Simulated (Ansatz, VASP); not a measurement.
# La2O3: VASP beside Ansatz

The input INCAR:

```
SYSTEM = La2O3
PREC     = Accurate       ! precision mode
ENCUT    = 520            ! plane-wave cutoff, eV
EDIFF    = 1E-6           ! SCF threshold, eV
ISMEAR   = 0              ! smearing method
SIGMA    = 0.01           ! smearing width, eV
LREAL    = .FALSE.        ! projectors in reciprocal space
LASPH    = .TRUE.         ! aspherical terms in the spheres
NELM     = 60             ! most SCF steps
ALGO     = Normal         ! electronic algorithm
ISIF     = 2              ! what is computed and relaxed
LWAVE    = .FALSE.        ! write WAVECAR
LCHARG   = .FALSE.        ! write CHGCAR
GGA      = PE             ! functional
IBRION   = 2              ! ionic algorithm
NSW      = 80             ! ionic steps
EDIFFG   = -0.003         ! ionic threshold
```

Contents of KPOINTS:

```
Automatic mesh
0
G
  6 6 4
  0 0 0
```

The input POSCAR:

```
La2O3
1.0
    3.9380000000      0.0000000000      0.0000000000
   -1.9690000000      3.4104080401      0.0000000000
    0.0000000000      0.0000000000      6.1360000000
La O
2 3
Direct
    0.3333333333      0.6666666667      0.2454000000
    0.6666666667      0.3333333333      0.7546000000
    0.3333333333      0.6666666667      0.6471000000
    0.6666666667      0.3333333333      0.3529000000
    0.0000000000      0.0000000000      0.0000000000
```

Input for Ansatz:

```yaml
crystal:
  lattice:
    - [3.938, 0.0, 0.0]
    - [-1.969, 3.4104080401, 0.0]
    - [0.0, 0.0, 6.136]
  atoms:
    - { symbol: La, position: [0.3333333333, 0.6666666667, 0.2454] }
    - { symbol: La, position: [0.6666666667, 0.3333333333, 0.7546] }
    - { symbol: O, position: [0.3333333333, 0.6666666667, 0.6471] }
    - { symbol: O, position: [0.6666666667, 0.3333333333, 0.3529] }
    - { symbol: O, position: [0.0, 0.0, 0.0] }
scf:
  occupations: { method: fixed }
output:
  forces: true
  stress: true
  eigenvalues: true
  write_density: true
  write_potential: true
  elf: true
  volumetric_format: npy
hamiltonian:
  xc: pbe
basis:
  ecutwfc: 560
kpoints:
  mp_grid: { grid: [6, 6, 4] }
relax:
  f_tol: 0.003
  max_steps: 60
```

Alike in both runs: task relaxation of the atoms; functional PBE; k mesh 6 × 6 × 4; no spin polarisation.

```csv
,VASP,Ansatz
version,VASP 6.6.1,Ansatz 0.2.0
potentials or method,"VASP PAW PBE potentials, release 64 (La, O), cutoff 520 eV","scalar-relativistic, plane waves, PAW"
occupations,"gaussian, width 0.01 eV",fixed
valence electrons in the cell,40,40
```

```csv
,VASP,Ansatz,Ansatz less VASP
"gap on the k mesh at the Fermi level, each at its own relaxed structure (eV)",3.85,3.83,-0.017
```

Ansatz's warnings: stress scf threshold loose.

Neither program's run includes spin-orbit coupling.
